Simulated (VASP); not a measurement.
# SiC (F-43m) in VASP: further runs

The runs below take SiC through single point, with PBE.

All numbers are computed with VASP 6.6.1; they aren't measurements. Logs are shortened: lines on timing, memory, paths and dates and some standing lists are left out, and cuts for length are marked.

### Step 1. The cell of the first run

Symmetry: F-43m, No. 216, cubic system. Conventional cell: a = 4.207 Å, b = 4.207 Å, c = 4.207 Å, α = 90.00°, β = 90.00°, γ = 90.00°. Within 2.4 Å of Si (site symmetry -43m) lie 4 C at 1.82 Å. Within 2.4 Å of C (site symmetry -43m) lie 4 Si at 1.82 Å.

### Step 2. Single point, PBE

INCAR reads:

```
PREC = Accurate
ENCUT = 600
EDIFF = 1E-6
ISMEAR = 0
SIGMA = 0.01
LREAL = F
LASPH = T
NELM = 120
ALGO = Normal
ISIF = 2
LWAVE = F
LCHARG = T
GGA = PE
LELF = T
LVHAR = T
NBANDS = 11
GGA_COMPAT = F
```

KPOINTS reads:

```
regular mesh
0
Gamma
  4 4 4
```

POSCAR reads:

```
SiC
1.0
    0.0000000000      2.1037000000      2.1037000000
    2.1037000000      0.0000000000      2.1037000000
    2.1037000000      2.1037000000      0.0000000000
Si C
1 1
Direct
    0.0000000000      0.0000000000      0.0000000000
    0.2500000000      0.2500000000      0.2500000000
```

Potentials or basis: VASP PAW PBE potentials, release 64 (Si, C).

The run is started by

```sh
> cat potpaw_PBE.64/Si/POTCAR potpaw_PBE.64/C/POTCAR > POTCAR
> mpirun -np 1 vasp_std > vasp.out
```

OUTCAR:

```text
PREC = Accurate
   ENCUT = 600
   EDIFF = 1E-6
   ISMEAR = 0
   LREAL = F
   LASPH = T
   NELM = 120
   ISIF = 2
   GGA = PE

 ion  position               nearest neighbor table
   1  0.000  0.000  0.000-   2 1.82   2 1.82   2 1.82   2 1.82
   2  0.250  0.250  0.250-   1 1.82   1 1.82   1 1.82   1 1.82

  LATTYP: Found a face centered cubic cell.
 ALAT       =     4.2074000000

  Lattice vectors:

 A1 = (   0.0000000000,   2.1037000000,   2.1037000000)
 A2 = (   2.1037000000,   0.0000000000,   2.1037000000)
 A3 = (   2.1037000000,   2.1037000000,   0.0000000000)

Analysis of symmetry for initial positions (statically):
=====================================================================
 Subroutine PRICEL returns:
 Original cell was already a primitive cell.

 Routine SETGRP: Setting up the symmetry group for a
 face centered cubic supercell.

 Subroutine GETGRP returns: Found 24 space group operations
 (whereof 24 operations were pure point group operations)
 out of a pool of 48 trial point group operations.

The static configuration has the point symmetry T_d .

Analysis of symmetry for dynamics (positions and initial velocities):
=====================================================================
 Subroutine PRICEL returns:
 Original cell was already a primitive cell.

 Routine SETGRP: Setting up the symmetry group for a
 face centered cubic supercell.

 Subroutine GETGRP returns: Found 24 space group operations
 (whereof 24 operations were pure point group operations)
 out of a pool of 48 trial point group operations.

The dynamic configuration has the point symmetry T_d .

 Subroutine INISYM returns: Found 24 space group operations
 (whereof 24 operations are pure point group operations),
 and found     1 'primitive' translations

----------------------------------------------------------------------------------------

                                     Primitive cell

  volume of cell :      18.6201

  direct lattice vectors                    reciprocal lattice vectors
     0.000000000  2.103700000  2.103700000    -0.237676475  0.237676475  0.237676475
     2.103700000  0.000000000  2.103700000     0.237676475 -0.237676475  0.237676475
     2.103700000  2.103700000  0.000000000     0.237676475  0.237676475 -0.237676475

  length of vectors
     2.975081071  2.975081071  2.975081071     0.411667730  0.411667730  0.411667730

  position of ions in fractional coordinates (direct lattice)
     0.000000000  0.000000000  0.000000000
     0.250000000  0.250000000  0.250000000

  ion indices of the primitive-cell ions
   primitive index   ion index
                 1           1
                 2           2

----------------------------------------------------------------------------------------

 KPOINTS: regular mesh

Automatic generation of k-mesh.
 Grid dimensions read from file:
 generate k-points for:    4    4    4

 Generating k-lattice:

  Cartesian coordinates                     Fractional coordinates (reciprocal lattice)
    -0.059419119  0.059419119  0.059419119     0.250000000  0.000000000  0.000000000
     0.059419119 -0.059419119  0.059419119     0.000000000  0.250000000  0.000000000
     0.059419119  0.059419119 -0.059419119     0.000000000  0.000000000  0.250000000

  Length of vectors
     0.102916933  0.102916933  0.102916933

  Shift w.r.t. Gamma in fractional coordinates (k-lattice)
     0.000000000  0.000000000  0.000000000

 Subroutine IBZKPT returns following result:
 ===========================================

 Found      8 irreducible k-points:

 Following reciprocal coordinates:
            Coordinates               Weight
  0.000000  0.000000  0.000000      1.000000
  0.250000  0.000000  0.000000      8.000000
  0.500000  0.000000  0.000000      4.000000
  0.250000  0.250000  0.000000      6.000000
  0.500000  0.250000  0.000000     24.000000
 -0.250000  0.250000  0.000000     12.000000
  0.500000  0.500000  0.000000      3.000000
 -0.250000  0.500000  0.250000      6.000000
   k-points           NKPTS =      8   k-points in BZ     NKDIM =      8   number of bands    NBANDS=     11
   number of dos      NEDOS =    301   number of ions     NIONS =      2
   total plane-waves  NPLWV =  13824
   dimension x,y,z NGX =    24 NGY =   24 NGZ =   24
   dimension x,y,z NGXF=    48 NGYF=   48 NGZF=   48
   ions per type =               1   1
   NGX,Y,Z   is equivalent  to a cutoff of  13.41, 13.41, 13.41 a.u.
   NGXF,Y,Z  is equivalent  to a cutoff of  26.82, 26.82, 26.82 a.u.
 SYSTEM =  unknown system
   PREC   = accura    normal or accurate (medium, high low for compatibility)
   ISTART =      0    job   : 0-new  1-cont  2-samecut
   ICHARG =      2    charge: 1-file 2-atom 10-const
   ISPIN  =      1    spin polarized calculation?
   LNONCOLLINEAR =      F non collinear calculations
   LSORBIT =      F    spin-orbit coupling
   LASPH  =      T    aspherical Exc in radial PAW
   ENCUT  =  600.0 eV  44.10 Ry    6.64 a.u.   5.94  5.94  5.94*2*pi/ulx,y,z
   NELM   =    120;   NELMIN=  2; NELMDL= -5     # of ELM steps
   EDIFF  = 0.1E-05   stopping-criterion for ELM
   LREAL  =      F    real-space projection
   EDIFFG = 0.1E-04   stopping-criterion for IOM
   NSW    =      0    number of steps for IOM
   IBRION =     -1    ionic relax: 0-MD 1-quasi-New 2-CG
   NFREE  =      0    steps in history (QN), initial steepest desc. (CG)
   ISIF   =      2    stress and relaxation
   ISYM   =      2    0-nonsym 1-usesym 2-fastsym
   POTIM  = 0.5000    time-step for ionic-motion
   TEBEG  =    0.0;   TEEND  =   0.0 temperature during run
   PSTRESS=    0.0 pullay stress
   NELECT =       8.0000    total number of electrons
   NUPDOWN=      -1.0000    fix difference up-down
   EMIN   =  10.00;   EMAX   =-10.00  energy-range for DOS
   EFERMI =   0.00;   METHOD = LEGACY
   ISMEAR =     0;   SIGMA  =   0.01  broadening in eV -4-tet -1-fermi 0-gaus
   EFERMI_NEDOS =   21; number of points for ismear=-14 and -15
   IALGO  =     38    algorithm
   IMIX   =      4    mixing-type and parameters
     AMIX     =   0.40;   BMIX     =  1.00
     AMIX_MAG =   1.60;   BMIX_MAG =  1.00
  volume/ion in A,a.u.               =       9.31        62.83
  Fermi-wavevector in a.u.,A,eV,Ry     =   1.235315  2.334407 20.762531  1.526003
  Thomas-Fermi vector in A             =   2.369969
   LORBIT       =      0    0 simple, 1 ext, 2 COOP (PROOUT), +10 PAW based schemes
   GGA     = PE    functional components
   LHFCALC =     F    Hartree Fock is set to
   AEXX    =    0.0000 exact exchange contribution
   IVDW    =     0    specifies the selected vdW correction
   LEPSILON=     F    determine dielectric tensor
   LRPA    =     F    only Hartree local field effects (RPA)
 non-spin polarized calculation
 Gauss-broadening in eV      SIGMA  =   0.01
  energy-cutoff  :      600.00
  volume of cell :       18.62
 maximum number of plane-waves:       636
   NGX = 11   NGY = 11   NGZ = 11

 number of electron       7.9999999 magnetization

 Free energy of the ion-electron system (eV)
  ---------------------------------------------------
  ext. energy  EPLUGINS =         0.00000000
  ---------------------------------------------------
  free energy    TOTEN  =       -14.71276951 eV

  energy without entropy =      -14.71276951  energy(sigma->0) =      -14.71276951

 E-fermi :   9.4998     XC(G=0): -11.8080

 val. band max:        9.3935170370   @ k =   0.0000   0.0000   0.0000
 cond. band min:      10.5954400908   @ k =   0.5000   0.5000   0.0000
 fundamental gap:      1.2019230538
 Fermi energy:         9.4997991315

 k-point     1 :       0.0000    0.0000    0.0000
  band No.  band energies     occupation
      1      -6.8896      2.00000
      2       9.3935      2.00000
      3       9.3935      2.00000
      4       9.3935      2.00000
      5      16.8658      0.00000
      6      17.4251      0.00000
      7      17.4251      0.00000
      8      17.4251      0.00000
      9      24.4893      0.00000
     10      24.4893      0.00000
     11      27.4886      0.00000

 k-point     2 :       0.2500    0.0000    0.0000
  band No.  band energies     occupation
      1      -5.5854      2.00000
      2       4.8904      2.00000
      3       8.7737      2.00000
      4       8.7737      2.00000
      5      16.3008      0.00000
      6      17.9384      0.00000
      7      17.9384      0.00000
      8      19.6936      0.00000
      9      23.0677      0.00000
     10      23.0677      0.00000
     11      25.4798      0.00000

 k-point     3 :       0.5000    0.0000    0.0000
  band No.  band energies     occupation
      1      -2.9013      2.00000
      2       0.2216      2.00000
      3       8.3177      2.00000
      4       8.3177      2.00000
      5      15.7808      0.00000
      6      17.0083      0.00000
      7      17.0083      0.00000
      8      20.0128      0.00000
      9      26.9325      0.00000
     10      27.7213      0.00000
     11      27.7213      0.00000

 k-point     4 :       0.2500    0.2500    0.0000
  band No.  band energies     occupation
      1      -5.1494      2.00000
      2       6.0502      2.00000
      3       7.3295      2.00000
      4       7.3295      2.00000
      5      13.7302      0.00000
      6      16.1534      0.00000
      7      20.9519      0.00000
      8      20.9519      0.00000
      9      22.0760      0.00000
     10      26.4460      0.00000
     11      30.9438      0.00000

 k-point     5 :       0.5000    0.2500    0.0000
  band No.  band energies     occupation
      1      -2.5312      2.00000
      2       1.9514      2.00000
      3       5.1962      2.00000
      4       6.9413      2.00000
      5      13.2236      0.00000
      6      17.9773      0.00000
      7      20.6229      0.00000
      8      21.0442      0.00000
      9      24.4975      0.00000
     10      28.0077      0.00000
     11      30.9988      0.00000

 k-point     6 :      -0.2500    0.2500    0.0000
  band No.  band energies     occupation
      1      -3.5698      2.00000
      2       3.1907      2.00000
      3       4.7415      2.00000
      4       8.1711      2.00000
      5      15.2226      0.00000
      6      19.0060      0.00000
      7      19.0679      0.00000
      8      20.3557      0.00000
      9      22.2306      0.00000
     10      26.0422      0.00000
     11      30.4604      0.00000

 k-point     7 :       0.5000    0.5000    0.0000
  band No.  band energies     occupation
      1      -1.3355      2.00000
      2       1.2150      2.00000
      3       5.9882      2.00000
      4       5.9882      2.00000
      5      10.5954      0.00000
      6      14.0548      0.00000
      7      24.6664      0.00000
      8      24.6664      0.00000
      9      25.6729      0.00000
     10      30.5933      0.00000
     11      33.1578      0.00000

 k-point     8 :      -0.2500    0.5000    0.2500
  band No.  band energies     occupation
      1      -1.0441      2.00000
      2       2.1970      2.00000
      3       3.8856      2.00000
      4       4.2605      2.00000
      5      14.7252      0.00000
      6      19.6242      0.00000
      7      19.6711      0.00000
      8      20.0266      0.00000
      9      24.9298      0.00000
     10      27.9466      0.00000
     11      32.3813      0.00000

------------------------ aborting loop because EDIFF is reached ----------------------------------------

  FORCE on cell =-STRESS in cart. coord.  units (eV):
  Direction    XX          YY          ZZ          XY          YZ          ZX
  --------------------------------------------------------------------------------------
  -------------------------------------------------------------------------------------
  Total        3.7912731      3.7912731      3.7912731      0.0000000      0.0000000      0.0000000
  in kB      326.2227406    326.2227406    326.2227406      0.0000000      0.0000000      0.0000000
  external PRESSURE =     326.2227406 kB  Pullay stress =       0.0000000 kB

 VOLUME and BASIS-vectors are now :
 -----------------------------------------------------------------------------
  energy-cutoff  :      600.00
  volume of cell :       18.62
      direct lattice vectors                 reciprocal lattice vectors
     0.000000000  2.103700000  2.103700000    -0.237676475  0.237676475  0.237676475
     2.103700000  0.000000000  2.103700000     0.237676475 -0.237676475  0.237676475
     2.103700000  2.103700000  0.000000000     0.237676475  0.237676475 -0.237676475

 POSITION                                       TOTAL-FORCE (eV/Angst)
 -----------------------------------------------------------------------------------
      0.00000      0.00000      0.00000        -0.000000     -0.000000      0.000000
      1.05185      1.05185      1.05185         0.000000      0.000000      0.000000
 -----------------------------------------------------------------------------------
    total drift:                                0.000000      0.000000      0.000000

  FREE ENERGIE OF THE ION-ELECTRON SYSTEM (eV)
  ---------------------------------------------------
  free  energy   TOTEN  =       -14.7127695067 eV

  energy  without entropy=      -14.7127695067  energy(sigma->0) =      -14.71276951
```

Run time: 4.1 s. Hardware: 1 thread of Intel Xeon Platinum 8259CL at 2.50GHz (Skylake/Cascade Lake), shared host; peak memory 0.13 GiB.

What came out:

* Free energy: -14.7128 eV
* Pressure: 32.6 GPa
* Band gap on the k mesh: 1.20 eV, indirect (least direct gap 4.61 eV)

Caveat: the k points lie up to 0.65 Å⁻¹ apart. A k mesh can miss the band edges.

### Step 3. Single point, PBE

INCAR reads:

```
SYSTEM = SiC
PREC = Accurate
ENCUT = 600
EDIFF = 1E-6
ISMEAR = 0
SIGMA = 0.01
LREAL = .FALSE.
LASPH = .TRUE.
NELM = 120
ALGO = Normal
ISIF = 2
LWAVE = .FALSE.
LCHARG = .FALSE.
GGA = PE
NBANDS = 11
GGA_COMPAT = .FALSE.
```

KPOINTS reads:

```
Automatic mesh
0
G
  4 4 4
  0 0 0
```

POSCAR is that of step 2.

Potentials or basis: VASP PAW PBE potentials, release 64 (Si, C).

The run is started by

```sh
> cat potpaw_PBE.64/Si/POTCAR potpaw_PBE.64/C/POTCAR > POTCAR
> mpirun -np 1 vasp_std > vasp.out
```

Wall time 2.9 s (1 thread of Intel Xeon Platinum 8259CL at 2.50GHz (Skylake/Cascade Lake), shared host); peak memory 0.13 GiB.

It converged, with:

```
Free energy            : -14.7128 eV
Pressure               : 32.6 GPa
Band gap on the k mesh : 1.20 eV, indirect (least direct gap 4.61 eV)
```

Levels at points of the mesh, in eV from the valence-band top:
```tsv
k point	band 2	band 3	band 4	band 5	band 6	band 7
(0.00, 0.00, 0.00)	0.00	0.00	0.00	7.47	8.03	8.03
(0.50, 0.00, 0.00)	-9.17	-1.08	-1.08	6.39	7.61	7.61
(0.50, 0.50, 0.00)	-8.18	-3.41	-3.41	1.20	4.66	15.27
```

Caveat: the k points lie up to 0.65 Å⁻¹ apart. A k mesh can miss the band edges.

### Step 4. Single point, PBE

This run uses another cell than the first one, of 8.75 Å³/atom, 0.940 times its volume.

INCAR reads:

```
SYSTEM = SiC
  ALGO = Normal
  EDIFF = 1E-6
  ENCUT = 600
  GGA = PE
  GGA_COMPAT = .FALSE.
  ISIF = 2
  ISMEAR = 0
  LASPH = .TRUE.
  LCHARG = .TRUE.
  LELF = .TRUE.
  LREAL = .FALSE.
  LVHAR = .TRUE.
  LWAVE = .FALSE.
  NBANDS = 11
  NELM = 120
  PREC = Accurate
  SIGMA = 0.01
```

KPOINTS reads:

```
k-points
0
G
  4 4 4
  0 0 0
```

POSCAR reads:

```
SiC
1.0
    0.0000000000      2.0607553000      2.0607553000
    2.0607553000      0.0000000000      2.0607553000
    2.0607553000      2.0607553000      0.0000000000
Si C
1 1
Direct
    0.0000000000      0.0000000000      0.0000000000
    0.2500000000      0.2500000000      0.2500000000
```

Potentials or basis: VASP PAW PBE potentials, release 64 (Si, C).

The run is started by

```sh
> cat potpaw_PBE.64/Si/POTCAR potpaw_PBE.64/C/POTCAR > POTCAR
> mpirun -np 1 vasp_std > vasp.out
```

OUTCAR:

```text
SYSTEM = SiC
   EDIFF = 1E-6
   ENCUT = 600
   GGA = PE
   ISIF = 2
   ISMEAR = 0
   LASPH = .TRUE.
   LREAL = .FALSE.
   NELM = 120
   PREC = Accurate

 ion  position               nearest neighbor table
   1  0.000  0.000  0.000-   2 1.78   2 1.78   2 1.78   2 1.78
   2  0.250  0.250  0.250-   1 1.78   1 1.78   1 1.78   1 1.78

  LATTYP: Found a face centered cubic cell.
 ALAT       =     4.1215106000

  Lattice vectors:

 A1 = (   0.0000000000,   2.0607553000,   2.0607553000)
[... 278 lines left out ...]

------------------------ aborting loop because EDIFF is reached ----------------------------------------

  FORCE on cell =-STRESS in cart. coord.  units (eV):
  Direction    XX          YY          ZZ          XY          YZ          ZX
  --------------------------------------------------------------------------------------
  -------------------------------------------------------------------------------------
  Total        6.0487549      6.0487549      6.0487549     -0.0000000      0.0000000     -0.0000000
  in kB      553.6907879    553.6907879    553.6907879     -0.0000000      0.0000000     -0.0000000
  external PRESSURE =     553.6907879 kB  Pullay stress =       0.0000000 kB

 VOLUME and BASIS-vectors are now :
 -----------------------------------------------------------------------------
  energy-cutoff  :      600.00
  volume of cell :       17.50
      direct lattice vectors                 reciprocal lattice vectors
     0.000000000  2.060755300  2.060755300    -0.242629486  0.242629486  0.242629486
     2.060755300  0.000000000  2.060755300     0.242629486 -0.242629486  0.242629486
     2.060755300  2.060755300  0.000000000     0.242629486  0.242629486 -0.242629486

 POSITION                                       TOTAL-FORCE (eV/Angst)
 -----------------------------------------------------------------------------------
      0.00000      0.00000      0.00000         0.000000      0.000000      0.000000
      1.03038      1.03038      1.03038        -0.000000     -0.000000     -0.000000
 -----------------------------------------------------------------------------------
    total drift:                                0.000000      0.000000      0.000000

  FREE ENERGIE OF THE ION-ELECTRON SYSTEM (eV)
  ---------------------------------------------------
  free  energy   TOTEN  =       -14.4082280375 eV

  energy  without entropy=      -14.4082280375  energy(sigma->0) =      -14.40822804
```

Wall time 3.8 s (1 thread of Intel Xeon Platinum 8259CL at 2.50GHz (Skylake/Cascade Lake), shared host); peak memory 0.13 GiB.

What came out:

```yaml
Free_energy: -14.4082 eV
Pressure: 55.4 GPa
Band_gap_on_the_k_mesh: 1.13 eV, indirect (least direct gap 4.65 eV)
```

Caveat: the k points lie up to 0.66 Å⁻¹ apart. A hybrid or GW would open this gap; PBE tends to underestimate it.

(Part 1 of 2 ends here.)
